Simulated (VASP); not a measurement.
# Y2LuN3 (P-4m2) in VASP: further runs

The runs below take Y2LuN3 through single point, relaxation of cell and atoms, with PBE.

Everything below comes from runs of VASP 6.6.1. Logs are shortened: lines on timing, memory, paths and dates and some standing lists are left out, and cuts for length are marked.

### Step 1. The cell of the first run

Symmetry: P-4m2, No. 115, tetragonal system. Conventional cell: a = 3.566 Å, b = 3.566 Å, c = 7.855 Å, α = 90.00°, β = 90.00°, γ = 90.00°. Within 3.6 Å of Y (site symmetry 2mm) lie 7 N at 2.68 to 2.82 Å and 2 Lu at 2.73 Å and 4 Y at 3.57 Å. Within 3.3 Å of Lu (site symmetry -4m2) lie 4 N at 2.52 Å and 4 Y at 2.73 Å. Within 3.3 Å of N (site symmetry -4m2) lie 4 Lu at 2.52 Å and 4 Y at 2.73 Å. N (site symmetry 2mm) has 5 Y at 2.68 to 2.82 Å and 10 N at 3.16 to 3.57 Å and 2 Lu at 3.47 Å within 3.6 Å.

The cell was built from a structure type or drawn by symmetry, and may not be a known phase.

### Step 2. Single point, PBE

Contents of INCAR:

```
PREC = Accurate
ENCUT = 520
EDIFF = 1E-6
ISMEAR = 0
SIGMA = 0.1
LREAL = F
LASPH = T
NELM = 80
ALGO = Normal
ISIF = 2
LWAVE = F
LCHARG = T
GGA = PE
LELF = T
LVHAR = T
NBANDS = 40
```

Contents of KPOINTS:

```
regular mesh
0
Gamma
  6 6 2
```

Contents of POSCAR:

```
Y2LuN3
1.0
    3.5656388400      0.0000000000      0.0000000000
    0.0000000000      3.5656388400      0.0000000000
    0.0000000000      0.0000000000      7.8551754600
Y Lu N
2 1 3
Direct
    0.0000000000      0.5000000000      0.7376120100
    0.5000000000      0.0000000000      0.2623879900
    0.0000000000      0.0000000000      0.0000000000
    0.5000000000      0.5000000000      0.0000000000
    0.0000000000      0.5000000000      0.3786259900
    0.5000000000      0.0000000000      0.6213740100
```

Potentials or basis: VASP PAW PBE potentials, release 64 (Y_sv, Lu, N).

On the command line:

```console
cat potpaw_PBE.64/Y_sv/POTCAR potpaw_PBE.64/Lu/POTCAR potpaw_PBE.64/N/POTCAR > POTCAR
mpirun -np 1 vasp_std > vasp.out
```

OUTCAR:

```text
PREC = Accurate
   ENCUT = 520
   EDIFF = 1E-6
   ISMEAR = 0
   LREAL = F
   LASPH = T
   NELM = 80
   ISIF = 2
   GGA = PE

 ion  position               nearest neighbor table
   1  0.000  0.500  0.738-   6 2.68   6 2.68   6 2.68   6 2.68   4 2.73   4 2.73   3 2.73   3 2.73
                             5 2.82
   2  0.500  0.000  0.262-   5 2.68   5 2.68   5 2.68   5 2.68   4 2.73   3 2.73   3 2.73   4 2.73
                             6 2.82
   3  0.000  0.000  0.000-   4 2.52   4 2.52   4 2.52   4 2.52   2 2.73   2 2.73   1 2.73   1 2.73

   4  0.500  0.500  0.000-   3 2.52   3 2.52   3 2.52   3 2.52   2 2.73   1 2.73   1 2.73   2 2.73

   5  0.000  0.500  0.379-   2 2.68   2 2.68   2 2.68   2 2.68   1 2.82
   6  0.500  0.000  0.621-   1 2.68   1 2.68   1 2.68   1 2.68   2 2.82

  LATTYP: Found a simple tetragonal cell.
 ALAT       =     3.5656388400
 C/A-ratio  =     2.2030205000

  Lattice vectors:

 A1 = (   3.5656388400,   0.0000000000,   0.0000000000)
 A2 = (   0.0000000000,   3.5656388400,   0.0000000000)
 A3 = (   0.0000000000,   0.0000000000,   7.8551754600)

Analysis of symmetry for initial positions (statically):
=====================================================================
 Subroutine PRICEL returns:
 Original cell was already a primitive cell.

 Routine SETGRP: Setting up the symmetry group for a
 simple tetragonal supercell.

 Subroutine GETGRP returns: Found  8 space group operations
 (whereof  8 operations were pure point group operations)
 out of a pool of 16 trial point group operations.

The static configuration has the point symmetry D_2d.

Analysis of symmetry for dynamics (positions and initial velocities):
=====================================================================
 Subroutine PRICEL returns:
 Original cell was already a primitive cell.

 Routine SETGRP: Setting up the symmetry group for a
 simple tetragonal supercell.

 Subroutine GETGRP returns: Found  8 space group operations
 (whereof  8 operations were pure point group operations)
 out of a pool of 16 trial point group operations.

The dynamic configuration has the point symmetry D_2d.

 Subroutine INISYM returns: Found  8 space group operations
 (whereof  8 operations are pure point group operations),
 and found     1 'primitive' translations

----------------------------------------------------------------------------------------

                                     Primitive cell

  volume of cell :      99.8690

  direct lattice vectors                    reciprocal lattice vectors
     3.565638840  0.000000000  0.000000000     0.280454652  0.000000000  0.000000000
     0.000000000  3.565638840  0.000000000     0.000000000  0.280454652  0.000000000
     0.000000000  0.000000000  7.855175460     0.000000000  0.000000000  0.127304604

  length of vectors
     3.565638840  3.565638840  7.855175460     0.280454652  0.280454652  0.127304604

  position of ions in fractional coordinates (direct lattice)
     0.000000000  0.500000000  0.737612010
     0.500000000  0.000000000  0.262387990
     0.000000000  0.000000000  0.000000000
     0.500000000  0.500000000  0.000000000
     0.000000000  0.500000000  0.378625990
     0.500000000  0.000000000  0.621374010

  ion indices of the primitive-cell ions
   primitive index   ion index
                 1           1
                 2           2
                 3           3
                 4           4
                 5           5
                 6           6

----------------------------------------------------------------------------------------

 KPOINTS: regular mesh

Automatic generation of k-mesh.
 Grid dimensions read from file:
 generate k-points for:    6    6    2

 Generating k-lattice:

  Cartesian coordinates                     Fractional coordinates (reciprocal lattice)
     0.046742442  0.000000000  0.000000000     0.166666667  0.000000000  0.000000000
     0.000000000  0.046742442  0.000000000     0.000000000  0.166666667  0.000000000
     0.000000000  0.000000000  0.063652302     0.000000000  0.000000000  0.500000000

  Length of vectors
     0.046742442  0.046742442  0.063652302

  Shift w.r.t. Gamma in fractional coordinates (k-lattice)
     0.000000000  0.000000000  0.000000000

 Subroutine IBZKPT returns following result:
 ===========================================

 Found     20 irreducible k-points:

 Following reciprocal coordinates:
            Coordinates               Weight
  0.000000  0.000000  0.000000      1.000000
  0.166667  0.000000  0.000000      4.000000
  0.333333  0.000000  0.000000      4.000000
  0.500000  0.000000  0.000000      2.000000
  0.166667  0.166667  0.000000      4.000000
  0.333333  0.166667  0.000000      8.000000
[... 12 lines left out ...]
  0.500000  0.333333  0.500000      4.000000
  0.500000  0.500000  0.500000      1.000000
   k-points           NKPTS =     20   k-points in BZ     NKDIM =     20   number of bands    NBANDS=     40
   number of dos      NEDOS =    301   number of ions     NIONS =      6
   total plane-waves  NPLWV =  47040
   dimension x,y,z NGX =    28 NGY =   28 NGZ =   60
   dimension x,y,z NGXF=    56 NGYF=   56 NGZF=  120
   ions per type =               2   1   3
   NGX,Y,Z   is equivalent  to a cutoff of  13.05, 13.05, 12.70 a.u.
   NGXF,Y,Z  is equivalent  to a cutoff of  26.11, 26.11, 25.40 a.u.
 SYSTEM =  unknown system
   PREC   = accura    normal or accurate (medium, high low for compatibility)
   ISTART =      0    job   : 0-new  1-cont  2-samecut
   ICHARG =      2    charge: 1-file 2-atom 10-const
   ISPIN  =      1    spin polarized calculation?
   LNONCOLLINEAR =      F non collinear calculations
   LSORBIT =      F    spin-orbit coupling
   LASPH  =      T    aspherical Exc in radial PAW
   ENCUT  =  520.0 eV  38.22 Ry    6.18 a.u.   6.63  6.63 14.61*2*pi/ulx,y,z
   NELM   =     80;   NELMIN=  2; NELMDL= -5     # of ELM steps
   EDIFF  = 0.1E-05   stopping-criterion for ELM
   LREAL  =      F    real-space projection
   EDIFFG = 0.1E-04   stopping-criterion for IOM
   NSW    =      0    number of steps for IOM
   IBRION =     -1    ionic relax: 0-MD 1-quasi-New 2-CG
   NFREE  =      0    steps in history (QN), initial steepest desc. (CG)
   ISIF   =      2    stress and relaxation
   ISYM   =      2    0-nonsym 1-usesym 2-fastsym
   POTIM  = 0.5000    time-step for ionic-motion
   TEBEG  =    0.0;   TEEND  =   0.0 temperature during run
   PSTRESS=    0.0 pullay stress
   NELECT =      62.0000    total number of electrons
   NUPDOWN=      -1.0000    fix difference up-down
   EMIN   =  10.00;   EMAX   =-10.00  energy-range for DOS
   EFERMI =   0.00;   METHOD = LEGACY
   ISMEAR =     0;   SIGMA  =   0.10  broadening in eV -4-tet -1-fermi 0-gaus
   EFERMI_NEDOS =   21; number of points for ismear=-14 and -15
   IALGO  =     38    algorithm
   IMIX   =      4    mixing-type and parameters
     AMIX     =   0.40;   BMIX     =  1.00
     AMIX_MAG =   1.60;   BMIX_MAG =  1.00
  volume/ion in A,a.u.               =      16.64       112.32
  Fermi-wavevector in a.u.,A,eV,Ry     =   1.396567  2.639129 26.536805  1.950400
  Thomas-Fermi vector in A             =   2.519909
   LORBIT       =      0    0 simple, 1 ext, 2 COOP (PROOUT), +10 PAW based schemes
   GGA     = PE    functional components
   LHFCALC =     F    Hartree Fock is set to
   AEXX    =    0.0000 exact exchange contribution
   IVDW    =     0    specifies the selected vdW correction
   LEPSILON=     F    determine dielectric tensor
   LRPA    =     F    only Hartree local field effects (RPA)
 non-spin polarized calculation
 Gauss-broadening in eV      SIGMA  =   0.10
  energy-cutoff  :      520.00
  volume of cell :       99.87
 maximum number of plane-waves:      2716
 NGX is ok and might be reduce to    28
   NGX = 13   NGY = 13   NGZ = 29

 number of electron      62.0000009 magnetization

 Free energy of the ion-electron system (eV)
  ---------------------------------------------------
  ext. energy  EPLUGINS =         0.00000000
  ---------------------------------------------------
  free energy    TOTEN  =       -41.55180637 eV

  energy without entropy =      -41.53490335  energy(sigma->0) =      -41.54335486

 E-fermi :   3.2184     XC(G=0): -10.8799

 val. band max:        3.2173664161   @ k =   0.0000   0.0000   0.5000
 cond. band min:       3.2271395846   @ k =   0.1667   0.1667   0.0000
 fundamental gap:      0.0097731685
 Fermi energy:         3.2184150800

 k-point     1 :       0.0000    0.0000    0.0000
  band No.  band energies     occupation
      1     -53.6069      2.00000
      2     -38.9271      2.00000
      3     -38.9165      2.00000
      4     -24.7078      2.00000
      5     -24.2178      2.00000
      6     -24.2178      2.00000
[... 32 lines left out ...]
     39       6.2579      0.00000
     40       7.9526      0.00000

 k-point     2 :       0.1667    0.0000    0.0000
  band No.  band energies     occupation
      1     -53.6050      2.00000
      2     -38.9206      2.00000
      3     -38.9114      2.00000
      4     -24.7103      2.00000
      5     -24.2875      2.00000
      6     -24.2099      2.00000
[... 32 lines left out ...]
     39       7.0559      0.00000
     40       7.9539      0.00000

 k-point     3 :       0.3333    0.0000    0.0000
  band No.  band energies     occupation
      1     -53.6011      2.00000
      2     -38.9070      2.00000
      3     -38.9017      2.00000
      4     -24.7162      2.00000
      5     -24.4218      2.00000
      6     -24.1941      2.00000
[... 32 lines left out ...]
     39       7.8536      0.00000
     40       7.9393      0.00000

 k-point     4 :       0.5000    0.0000    0.0000
  band No.  band energies     occupation
      1     -53.5991      2.00000
      2     -38.8986      2.00000
      3     -38.8985      2.00000
      4     -24.7197      2.00000
      5     -24.4866      2.00000
      6     -24.1861      2.00000
[... 32 lines left out ...]
     39       7.9950      0.00000
     40       8.1258      0.00000
[... 600 lines left out ...]
     39       8.0937      0.00000
     40       8.3542      0.00000

 k-point    19 :       0.5000    0.3333    0.5000
  band No.  band energies     occupation
      1     -53.5934      2.00000
      2     -38.8818      2.00000
      3     -38.8818      2.00000
      4     -24.7273      2.00000
      5     -24.4412      2.00000
      6     -24.3678      2.00000
[... 32 lines left out ...]
     39       8.4450      0.00000
     40       8.6541      0.00000

 k-point    20 :       0.5000    0.5000    0.5000
  band No.  band energies     occupation
      1     -53.5915      2.00000
      2     -38.8762      2.00000
      3     -38.8762      2.00000
      4     -24.7305      2.00000
      5     -24.4258      2.00000
      6     -24.4258      2.00000
[... 32 lines left out ...]
     39       8.7753      0.00000
     40       8.9008      0.00000

------------------------ aborting loop because EDIFF is reached ----------------------------------------

  FORCE on cell =-STRESS in cart. coord.  units (eV):
  Direction    XX          YY          ZZ          XY          YZ          ZX
  --------------------------------------------------------------------------------------
  -------------------------------------------------------------------------------------
  Total      -10.9206787    -10.9206787      2.1964428      0.0000000     -0.0000000      0.0000000
  in kB     -175.1981912   -175.1981912     35.2370776      0.0000000     -0.0000000      0.0000000
  external PRESSURE =    -105.0531016 kB  Pullay stress =       0.0000000 kB

 VOLUME and BASIS-vectors are now :
 -----------------------------------------------------------------------------
  energy-cutoff  :      520.00
  volume of cell :       99.87
      direct lattice vectors                 reciprocal lattice vectors
     3.565638840  0.000000000  0.000000000     0.280454652  0.000000000  0.000000000
     0.000000000  3.565638840  0.000000000     0.000000000  0.280454652  0.000000000
     0.000000000  0.000000000  7.855175460     0.000000000  0.000000000  0.127304604

 POSITION                                       TOTAL-FORCE (eV/Angst)
 -----------------------------------------------------------------------------------
      0.00000      1.78282      5.79407         0.000000     -0.000000     -7.504665
      1.78282      0.00000      2.06110        -0.000000     -0.000000      7.504665
      0.00000      0.00000      0.00000        -0.000000     -0.000000      0.000000
      1.78282      1.78282      0.00000         0.000000     -0.000000      0.000000
      0.00000      1.78282      2.97417         0.000000      0.000000     -2.936132
      1.78282      0.00000      4.88100         0.000000     -0.000000      2.936132
 -----------------------------------------------------------------------------------
    total drift:                               -0.000000      0.000000     -0.000000

  FREE ENERGIE OF THE ION-ELECTRON SYSTEM (eV)
  ---------------------------------------------------
  free  energy   TOTEN  =       -41.5518063653 eV

  energy  without entropy=      -41.5349033510  energy(sigma->0) =      -41.54335486
```

Run time: 50 s. Hardware: 1 thread of Intel Xeon 6975P-C (Granite Rapids), shared host; peak memory 0.26 GiB.

Results:

| Property | Result |
| --- | --- |
| Free energy | -41.5518 eV |
| Pressure | -10.5 GPa |
| Largest force | 7.505 eV/Å |
| Band gap on the k mesh | zero (bands 31 and 32 overlap by 0.48 eV) |

Forces on the atoms (eV/Å):
```
Y    0.000  0.000 -7.505
Y    0.000  0.000  7.505
Lu   0.000  0.000  0.000
N    0.000  0.000  0.000
N    0.000  0.000 -2.936
N    0.000  0.000  2.936
```

Stress tensor (GPa, compression positive):
```
-17.52   0.00   0.00
  0.00 -17.52   0.00
  0.00   0.00   3.52
```

Caveat: the k points lie up to 0.40 Å⁻¹ apart; spin-orbit coupling is left out, which moves the levels of the heavy elements; forces of over 1 eV/Å act on the atoms, so gaps and moduli don't describe the material at rest.

### Step 3. Single point, PBE

This run uses another cell than the first one, of 17.11 Å³/atom.

Contents of INCAR:

```
PREC     = Accurate       # precision mode
ENCUT    = 520            # plane-wave cutoff, eV
EDIFF    = 1E-6           # SCF threshold, eV
ISMEAR   = 0              # smearing method
SIGMA    = 0.1            # smearing width, eV
LREAL    = False          # projectors in reciprocal space
LASPH    = True           # aspherical terms in the spheres
NELM     = 100            # most SCF steps
ALGO     = Normal         # electronic algorithm
ISIF     = 2              # what is computed and relaxed
LWAVE    = False          # write WAVECAR
LCHARG   = False          # write CHGCAR
GGA      = PE             # functional
NBANDS   = 40             # bands
```

Contents of KPOINTS:

```
Automatic mesh
0
Gamma
  6 6 2
```

Contents of POSCAR:

```
Y2LuN3
1.0
    3.3270156666      0.0000000000      0.0000000000
    0.0000000000      3.3270156666      0.0000000000
    0.0000000000      0.0000000000      9.2725940814
Y Lu N
2 1 3
Direct
    0.0000000000      0.5000000000      0.6323309066
    0.5000000000      0.0000000000      0.3676690934
    0.0000000000      0.0000000000      0.0000000000
    0.5000000000      0.5000000000      0.0000000000
    0.0000000000      0.5000000000      0.3794774691
    0.5000000000      0.0000000000      0.6205225309
```

Potentials or basis: VASP PAW PBE potentials, release 64 (Y_sv, Lu, N).

On the command line:

```console
cat potpaw_PBE.64/Y_sv/POTCAR potpaw_PBE.64/Lu/POTCAR potpaw_PBE.64/N/POTCAR > POTCAR
mpirun -np 1 vasp_std > vasp.out
```

OUTCAR:

```text
PREC = Accurate
   ENCUT = 520
   EDIFF = 1E-6
   ISMEAR = 0
   LREAL = False
   LASPH = True
   NELM = 100
   ISIF = 2
   GGA = PE

 ion  position               nearest neighbor table
   1  0.000  0.500  0.632-   5 2.34   6 2.36   6 2.36   6 2.36   6 2.36   2 3.40   2 3.40   2 3.40
                             2 3.40   3 3.79   3 3.79
   2  0.500  0.000  0.368-   6 2.34   5 2.36   5 2.36   5 2.36   5 2.36   1 3.40   1 3.40   1 3.40
                             1 3.40   3 3.79   3 3.79
   3  0.000  0.000  0.000-   4 2.35   4 2.35   4 2.35   4 2.35   2 3.79   2 3.79   1 3.79   1 3.79

[... 1065 lines left out ...]
  Total        0.1485830      0.1485830      0.1217482      0.0000000      0.0000000      0.0000000
  in kB        2.3193626      2.3193626      1.9004752      0.0000000      0.0000000      0.0000000
  external PRESSURE =       2.1797335 kB  Pullay stress =       0.0000000 kB

 VOLUME and BASIS-vectors are now :
 -----------------------------------------------------------------------------
  energy-cutoff  :      520.00
  volume of cell :      102.64
      direct lattice vectors                 reciprocal lattice vectors
     3.327015667  0.000000000  0.000000000     0.300569670  0.000000000  0.000000000
     0.000000000  3.327015667  0.000000000     0.000000000  0.300569670  0.000000000
     0.000000000  0.000000000  9.272594081     0.000000000  0.000000000  0.107844686

 POSITION                                       TOTAL-FORCE (eV/Angst)
 -----------------------------------------------------------------------------------
      0.00000      1.66351      5.86335        -0.000000     -0.000000      0.001654
      1.66351      0.00000      3.40925        -0.000000     -0.000000     -0.001654
      0.00000      0.00000      0.00000         0.000000     -0.000000      0.000000
      1.66351      1.66351      0.00000        -0.000000      0.000000      0.000000
      0.00000      1.66351      3.51874        -0.000000     -0.000000      0.010181
      1.66351      0.00000      5.75385        -0.000000     -0.000000     -0.010181
 -----------------------------------------------------------------------------------
    total drift:                               -0.000000      0.000000     -0.000000

  FREE ENERGIE OF THE ION-ELECTRON SYSTEM (eV)
  ---------------------------------------------------
  free  energy   TOTEN  =       -49.7459961275 eV

  energy  without entropy=      -49.7378761382  energy(sigma->0) =      -49.74193613
```

It took 58 s on 1 thread of Intel Xeon 6975P-C (Granite Rapids), shared host; peak memory 0.28 GiB.

Results:

| Quantity | Value |
| --- | --- |
| Free energy | -49.7460 eV |
| Pressure | 0.2 GPa |
| Largest force | 0.010 eV/Å |
| Band gap on the k mesh | zero (bands 31 and 32 overlap by 0.04 eV) |

Forces in eV/Å, atoms in the order of the input:
```
Y    0.000  0.000  0.002
Y    0.000  0.000 -0.002
Lu   0.000  0.000  0.000
N    0.000  0.000  0.000
N    0.000  0.000  0.010
N    0.000  0.000 -0.010
```

Levels at points of the mesh, in eV from the Fermi level:
| k point | band 27 | band 28 | band 29 | band 30 | band 31 | band 32 | band 33 | band 34 | band 35 | band 36 |
| --- | --- | --- | --- | --- | --- | --- | --- | --- | --- | --- |
| (0.00, 0.00, 0.00) | -0.47 | -0.44 | -0.05 | -0.05 | -0.01 | -0.01 | 0.58 | 1.10 | 1.92 | 4.42 |
| (0.50, 0.00, 0.00) | -2.38 | -2.37 | -2.31 | -2.25 | -1.57 | 1.17 | 3.29 | 3.92 | 5.00 | 5.14 |
| (0.50, 0.50, 0.00) | -1.29 | -1.29 | -0.87 | -0.56 | -0.24 | 0.71 | 1.89 | 1.96 | 1.96 | 3.61 |
| (0.00, 0.00, 0.50) | -0.47 | -0.08 | -0.08 | 0.04 | 0.04 | 0.53 | 1.12 | 1.22 | 2.01 | 2.95 |
| (0.50, 0.00, 0.50) | -2.40 | -2.37 | -2.30 | -2.21 | -1.81 | 1.64 | 2.91 | 3.90 | 5.02 | 5.03 |
| (0.50, 0.50, 0.50) | -0.99 | -0.99 | -0.74 | -0.64 | -0.47 | 1.47 | 1.63 | 1.63 | 1.92 | 2.24 |

Caveat: spin-orbit coupling is left out, which moves the levels of the heavy elements.

(Continued in part 2 of 2.)
